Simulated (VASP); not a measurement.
# Hf (P6_3/mmc) in VASP: single point with PBE+D3(BJ)

Aim: the single point of Hf with PBE+D3(BJ).

All numbers are computed with VASP 6.6.1; they aren't measurements. Logs are shortened: lines on timing, memory, paths and dates and some standing lists are left out, and cuts for length are marked.

**1. The cell of the first run**

The structure is hexagonal, space group P6_3/mmc (No. 194). Conventional cell: a = 3.197 Å, b = 3.197 Å, c = 5.058 Å, α = 90.00°, β = 90.00°, γ = 120.00°. Hf (site symmetry -6m2) has 12 Hf at 3.13 to 3.20 Å within 4.1 Å.

**2. Single point, PBE+D3(BJ)**

The input, INCAR:

```
SYSTEM = Hf
PREC = Accurate
ENCUT = 500
EDIFF = 1E-6
ISMEAR = 0
SIGMA = 0.1
LREAL = .False.
LASPH = .True.
NELM = 120
ALGO = Normal
ISIF = 2
LWAVE = .False.
LCHARG = .False.
GGA = PE
IVDW = 12
NBANDS = 17
GGA_COMPAT = .False.
```

The input, KPOINTS:

```
Automatic mesh
0
Gamma
  6 6 4
  0 0 0
```

The input, POSCAR:

```
Hf
1.0
    3.1966985242      0.0000000000      0.0000000000
   -1.5983492621      2.7684221302      0.0000000000
    0.0000000000      0.0000000000      5.0578000000
Hf
2
Direct
    0.3333333333      0.6666666667      0.2500000000
    0.6666666667      0.3333333333      0.7500000000
```

Potentials or basis: VASP PAW PBE potentials, release 64 (Hf_pv).

Started as:

```bash
$ cat potpaw_PBE.64/Hf_pv/POTCAR > POTCAR
$ mpirun -np 1 vasp_std > vasp.out
```

OUTCAR:

```text
SYSTEM = Hf
   PREC = Accurate
   ENCUT = 500
   EDIFF = 1E-6
   ISMEAR = 0
   LREAL = .False.
   LASPH = .True.
   NELM = 120
   ISIF = 2
   GGA = PE
   IVDW = 12
 IVDW          = 12

 ion  position               nearest neighbor table
   1  0.333  0.667  0.250-   2 3.13   2 3.13   2 3.13   2 3.13   2 3.13   2 3.13
   2  0.667  0.333  0.750-   1 3.13   1 3.13   1 3.13   1 3.13   1 3.13   1 3.13

  LATTYP: Found a hexagonal cell.
 ALAT       =     3.1966985242
 C/A-ratio  =     1.5821948681

  Lattice vectors:

 A1 = (   3.1966985242,   0.0000000000,   0.0000000000)
 A2 = (  -1.5983492621,   2.7684221302,   0.0000000000)
 A3 = (   0.0000000000,   0.0000000000,   5.0578000000)

Analysis of symmetry for initial positions (statically):
=====================================================================
 Subroutine PRICEL returns:
 Original cell was already a primitive cell.

 Routine SETGRP: Setting up the symmetry group for a
 hexagonal supercell.

 Subroutine GETGRP returns: Found 24 space group operations
 (whereof 12 operations were pure point group operations)
 out of a pool of 24 trial point group operations.

The static configuration has the point symmetry D_3d.
 The point group associated with its full space group is D_6h.

Analysis of symmetry for dynamics (positions and initial velocities):
=====================================================================
 Subroutine PRICEL returns:
 Original cell was already a primitive cell.

 Routine SETGRP: Setting up the symmetry group for a
 hexagonal supercell.

 Subroutine GETGRP returns: Found 24 space group operations
 (whereof 12 operations were pure point group operations)
 out of a pool of 24 trial point group operations.

The dynamic configuration has the point symmetry D_3d.
 The point group associated with its full space group is D_6h.

 Subroutine INISYM returns: Found 24 space group operations
 (whereof 12 operations are pure point group operations),
 and found     1 'primitive' translations

----------------------------------------------------------------------------------------

                                     Primitive cell

  volume of cell :      44.7606

  direct lattice vectors                    reciprocal lattice vectors
     3.196698524  0.000000000  0.000000000     0.312822743  0.180608295  0.000000000
    -1.598349262  2.768422130  0.000000000     0.000000000  0.361216589  0.000000000
     0.000000000  0.000000000  5.057800000     0.000000000  0.000000000  0.197714421

  length of vectors
     3.196698524  3.196698524  5.057800000     0.361216589  0.361216589  0.197714421

  position of ions in fractional coordinates (direct lattice)
     0.333333333  0.666666667  0.250000000
     0.666666667  0.333333333  0.750000000

  ion indices of the primitive-cell ions
   primitive index   ion index
                 1           1
                 2           2

----------------------------------------------------------------------------------------

 KPOINTS: Automatic mesh

Automatic generation of k-mesh.
 Grid dimensions read from file:
 generate k-points for:    6    6    4

 Generating k-lattice:

  Cartesian coordinates                     Fractional coordinates (reciprocal lattice)
     0.052137124  0.030101382  0.000000000     0.166666667  0.000000000  0.000000000
     0.000000000  0.060202765  0.000000000     0.000000000  0.166666667  0.000000000
     0.000000000  0.000000000  0.049428605     0.000000000  0.000000000  0.250000000

  Length of vectors
     0.060202765  0.060202765  0.049428605

  Shift w.r.t. Gamma in fractional coordinates (k-lattice)
     0.000000000  0.000000000  0.000000000

 Subroutine IBZKPT returns following result:
 ===========================================

 Found     21 irreducible k-points:

 Following reciprocal coordinates:
            Coordinates               Weight
  0.000000  0.000000  0.000000      1.000000
  0.166667  0.000000  0.000000      6.000000
  0.333333  0.000000  0.000000      6.000000
  0.500000 -0.000000  0.000000      3.000000
  0.166667  0.166667  0.000000      6.000000
  0.333333  0.166667  0.000000     12.000000
[... 13 lines left out ...]
  0.333333  0.166667  0.500000     12.000000
  0.333333  0.333333  0.500000      2.000000
   k-points           NKPTS =     21   k-points in BZ     NKDIM =     21   number of bands    NBANDS=     17
   number of dos      NEDOS =    301   number of ions     NIONS =      2
   total plane-waves  NPLWV =  23040
   dimension x,y,z NGX =    24 NGY =   24 NGZ =   40
   dimension x,y,z NGXF=    48 NGYF=   48 NGZF=   80
   ions per type =               2
   NGX,Y,Z   is equivalent  to a cutoff of  12.48, 12.48, 13.15 a.u.
   NGXF,Y,Z  is equivalent  to a cutoff of  24.96, 24.96, 26.30 a.u.
 SYSTEM =  Hf
   PREC   = accura    normal or accurate (medium, high low for compatibility)
   ISTART =      0    job   : 0-new  1-cont  2-samecut
   ICHARG =      2    charge: 1-file 2-atom 10-const
   ISPIN  =      1    spin polarized calculation?
   LNONCOLLINEAR =      F non collinear calculations
   LSORBIT =      F    spin-orbit coupling
   LASPH  =      T    aspherical Exc in radial PAW
   ENCUT  =  500.0 eV  36.75 Ry    6.06 a.u.   5.83  5.83  9.22*2*pi/ulx,y,z
   NELM   =    120;   NELMIN=  2; NELMDL= -5     # of ELM steps
   EDIFF  = 0.1E-05   stopping-criterion for ELM
   LREAL  =      F    real-space projection
   EDIFFG = 0.1E-04   stopping-criterion for IOM
   NSW    =      0    number of steps for IOM
   IBRION =     -1    ionic relax: 0-MD 1-quasi-New 2-CG
   NFREE  =      0    steps in history (QN), initial steepest desc. (CG)
   ISIF   =      2    stress and relaxation
   ISYM   =      2    0-nonsym 1-usesym 2-fastsym
   POTIM  = 0.5000    time-step for ionic-motion
   TEBEG  =    0.0;   TEEND  =   0.0 temperature during run
   PSTRESS=    0.0 pullay stress
   NELECT =      20.0000    total number of electrons
   NUPDOWN=      -1.0000    fix difference up-down
   EMIN   =  10.00;   EMAX   =-10.00  energy-range for DOS
   EFERMI =   0.00;   METHOD = LEGACY
   ISMEAR =     0;   SIGMA  =   0.10  broadening in eV -4-tet -1-fermi 0-gaus
   EFERMI_NEDOS =   21; number of points for ismear=-14 and -15
   IALGO  =     38    algorithm
   IMIX   =      4    mixing-type and parameters
     AMIX     =   0.40;   BMIX     =  1.00
     AMIX_MAG =   1.60;   BMIX_MAG =  1.00
  volume/ion in A,a.u.               =      22.38       151.03
  Fermi-wavevector in a.u.,A,eV,Ry     =   1.251564  2.365112 21.312324  1.566412
  Thomas-Fermi vector in A             =   2.385505
   LORBIT       =      0    0 simple, 1 ext, 2 COOP (PROOUT), +10 PAW based schemes
   GGA     = PE    functional components
   LHFCALC =     F    Hartree Fock is set to
   AEXX    =    0.0000 exact exchange contribution
   IVDW    =    12    specifies the selected vdW correction
   LEPSILON=     F    determine dielectric tensor
   LRPA    =     F    only Hartree local field effects (RPA)
 non-spin polarized calculation
 Gauss-broadening in eV      SIGMA  =   0.10
  energy-cutoff  :      500.00
  volume of cell :       44.76
 maximum number of plane-waves:      1152
 NGX is ok and might be reduce to    24
   NGX = 11   NGY = 11   NGZ = 19

 number of electron      20.0000004 magnetization

 Free energy of the ion-electron system (eV)
  ---------------------------------------------------
  ext. energy  EPLUGINS =         0.00000000
  ---------------------------------------------------
  free energy    TOTEN  =       -19.82741989 eV

  energy without entropy =      -19.80947700  energy(sigma->0) =      -19.81844845

 E-fermi :   4.9688     XC(G=0): -11.2817

 val. band max:        4.9670463180   @ k =   0.3333   0.3333   0.2500
 cond. band min:       4.9858797909   @ k =   0.3333   0.1667   0.5000
 fundamental gap:      0.0188334730
 Fermi energy:         4.9688082036

 k-point     1 :       0.0000    0.0000    0.0000
  band No.  band energies     occupation
      1     -26.1534      2.00000
      2     -25.4213      2.00000
      3     -25.4213      2.00000
      4     -25.2938      2.00000
      5     -25.2938      2.00000
      6     -25.2877      2.00000
[... 9 lines left out ...]
     16       7.5563      0.00000
     17      10.2498      0.00000

 k-point     2 :       0.1667    0.0000    0.0000
  band No.  band energies     occupation
      1     -26.0841      2.00000
      2     -25.5636      2.00000
      3     -25.4679      2.00000
      4     -25.4412      2.00000
      5     -25.3209      2.00000
      6     -25.3139      2.00000
[... 9 lines left out ...]
     16       7.6476      0.00000
     17      10.7385      0.00000

 k-point     3 :       0.3333    0.0000    0.0000
  band No.  band energies     occupation
      1     -25.9146      2.00000
      2     -25.8482      2.00000
      3     -25.7149      2.00000
      4     -25.5548      2.00000
      5     -25.4175      2.00000
      6     -25.3590      2.00000
[... 9 lines left out ...]
     16       9.5587      0.00000
     17      11.2438      0.00000

 k-point     4 :       0.5000   -0.0000    0.0000
  band No.  band energies     occupation
      1     -25.9892      2.00000
      2     -25.8433      2.00000
      3     -25.7878      2.00000
      4     -25.5962      2.00000
      5     -25.5077      2.00000
      6     -25.3830      2.00000
[... 9 lines left out ...]
     16      11.3806      0.00000
     17      11.8605      0.00000

 k-point     5 :       0.1667    0.1667    0.0000
  band No.  band energies     occupation
      1     -25.9633      2.00000
      2     -25.7130      2.00000
      3     -25.6991      2.00000
      4     -25.5078      2.00000
      5     -25.3896      2.00000
      6     -25.3872      2.00000
[... 9 lines left out ...]
     16       9.3585      0.00000
     17      10.8887      0.00000

 k-point     6 :       0.3333    0.1667    0.0000
  band No.  band energies     occupation
      1     -25.9161      2.00000
      2     -25.7966      2.00000
      3     -25.7901      2.00000
      4     -25.6419      2.00000
      5     -25.5052      2.00000
      6     -25.4664      2.00000
[... 9 lines left out ...]
     16      10.9473      0.00000
     17      11.5942      0.00000

 k-point     7 :       0.3333    0.3333    0.0000
  band No.  band energies     occupation
      1     -25.8849      2.00000
      2     -25.7521      2.00000
      3     -25.7521      2.00000
      4     -25.6384      2.00000
      5     -25.6384      2.00000
      6     -25.6079      2.00000
[... 9 lines left out ...]
     16      10.6095      0.00000
     17      10.6713      0.00000

 k-point     8 :       0.0000    0.0000    0.2500
  band No.  band energies     occupation
      1     -26.0342      2.00000
      2     -25.4227      2.00000
      3     -25.4028      2.00000
      4     -25.4028      2.00000
      5     -25.3126      2.00000
      6     -25.3126      2.00000
[... 9 lines left out ...]
     16       8.3525      0.00000
     17      10.3655      0.00000
[... 143 lines left out ...]
      1     -25.7748      2.00000
      2     -25.7748      2.00000
      3     -25.4399      2.00000
      4     -25.4399      2.00000
      5     -25.3914      2.00000
      6     -25.3914      2.00000
[... 9 lines left out ...]
     16       9.5757      0.00000
     17       9.7946      0.00000

 k-point    17 :       0.3333    0.0000    0.5000
  band No.  band energies     occupation
      1     -25.9461      2.00000
      2     -25.9461      2.00000
      3     -25.5000      2.00000
      4     -25.5000      2.00000
      5     -25.4579      2.00000
      6     -25.4579      2.00000
[... 9 lines left out ...]
     16      10.0494      0.00000
     17      10.1614      0.00000

 k-point    18 :       0.5000   -0.0000    0.5000
  band No.  band energies     occupation
      1     -26.0576      2.00000
      2     -26.0576      2.00000
      3     -25.4996      2.00000
      4     -25.4996      2.00000
      5     -25.4907      2.00000
      6     -25.4907      2.00000
[... 9 lines left out ...]
     16      11.0108      0.00000
     17      11.0857      0.00000

 k-point    19 :       0.1667    0.1667    0.5000
  band No.  band energies     occupation
      1     -25.8760      2.00000
      2     -25.8760      2.00000
      3     -25.5223      2.00000
      4     -25.5223      2.00000
      5     -25.4337      2.00000
      6     -25.4337      2.00000
[... 9 lines left out ...]
     16       9.5911      0.00000
     17      10.4708      0.00000

 k-point    20 :       0.3333    0.1667    0.5000
  band No.  band energies     occupation
      1     -25.9961      2.00000
      2     -25.9961      2.00000
      3     -25.6164      2.00000
      4     -25.6164      2.00000
      5     -25.4400      2.00000
      6     -25.4400      2.00000
[... 9 lines left out ...]
     16      10.4771      0.00000
     17      11.7489      0.00000

 k-point    21 :       0.3333    0.3333    0.5000
  band No.  band energies     occupation
      1     -25.9549      2.00000
      2     -25.9549      2.00000
      3     -25.7484      2.00000
      4     -25.7484      2.00000
      5     -25.4258      2.00000
      6     -25.4258      2.00000
[... 9 lines left out ...]
     16       9.9754      0.00000
     17      13.4903      0.00000

------------------------ aborting loop because EDIFF is reached ----------------------------------------

 Edisp (eV)   -0.90019

 E8    (eV) :    -0.4829

  FORCE on cell =-STRESS in cart. coord.  units (eV):
  Direction    XX          YY          ZZ          XY          YZ          ZX
  --------------------------------------------------------------------------------------
  -------------------------------------------------------------------------------------
  Total      -0.86206    -0.86206    -0.64506     0.00000     0.00000    -0.00000
  in kB     -30.85678   -30.85678   -23.08947     0.00000     0.00000    -0.00000
  external pressure =      -28.27 kB  Pullay stress =        0.00 kB

 VOLUME and BASIS-vectors are now :
 -----------------------------------------------------------------------------
  energy-cutoff  :      500.00
  volume of cell :       44.76
      direct lattice vectors                 reciprocal lattice vectors
     3.196698524  0.000000000  0.000000000     0.312822743  0.180608295  0.000000000
    -1.598349262  2.768422130  0.000000000     0.000000000  0.361216589  0.000000000
     0.000000000  0.000000000  5.057800000     0.000000000  0.000000000  0.197714421

 POSITION                                       TOTAL-FORCE (eV/Angst)
 -----------------------------------------------------------------------------------
     -0.00000      1.84561      1.26445         0.000000     -0.000000      0.000000
      1.59835      0.92281      3.79335        -0.000000      0.000000      0.000000
 -----------------------------------------------------------------------------------
    total drift:                               -0.000000      0.000000     -0.000000

  FREE ENERGIE OF THE ION-ELECTRON SYSTEM (eV)
  ---------------------------------------------------
  free  energy   TOTEN  =       -20.7276069332 eV

  energy  without entropy=      -20.7096640396  energy(sigma->0) =      -20.71863549
```

Wall time 13 s (1 thread of Intel Xeon Platinum 8488C (Sapphire Rapids), shared host); peak memory 0.17 GiB.

Results:

```
Free energy                : -20.7276 eV
Pressure                   : -2.8 GPa
Band gap on the k mesh     : zero (band 10 reaches 6.09 eV, above the bottom of band 11 at 4.72 eV)
Dispersion energy per atom : -0.450 eV
```

Stress tensor (GPa, compression positive):
```
-3.09  0.00  0.00
 0.00 -3.09  0.00
 0.00  0.00 -2.31
```

Levels at points of the mesh, in eV from the Fermi level:
```tsv
k point	band 6	band 7	band 8	band 9	band 10	band 11	band 12	band 13	band 14	band 15
(0.00, 0.00, 0.00)	-30.26	-7.43	-3.76	0.59	1.12	1.12	1.41	1.94	1.94	2.59
(0.50, 0.00, 0.00)	-30.35	-3.40	-2.80	-2.28	-0.86	0.74	0.82	1.63	5.83	6.34
(0.00, 0.00, 0.50)	-30.33	-5.46	-5.46	0.10	0.10	1.02	1.02	1.02	1.02	4.74
(0.50, 0.00, 0.50)	-30.46	-3.46	-3.46	-1.04	-1.04	1.12	1.12	2.60	2.60	6.04
```

Caveat: the k points lie up to 0.38 Å⁻¹ apart; spin-orbit coupling is left out, which moves the levels of the heavy elements; pairwise dispersion overbinds metals, which lowers pressure and volume.
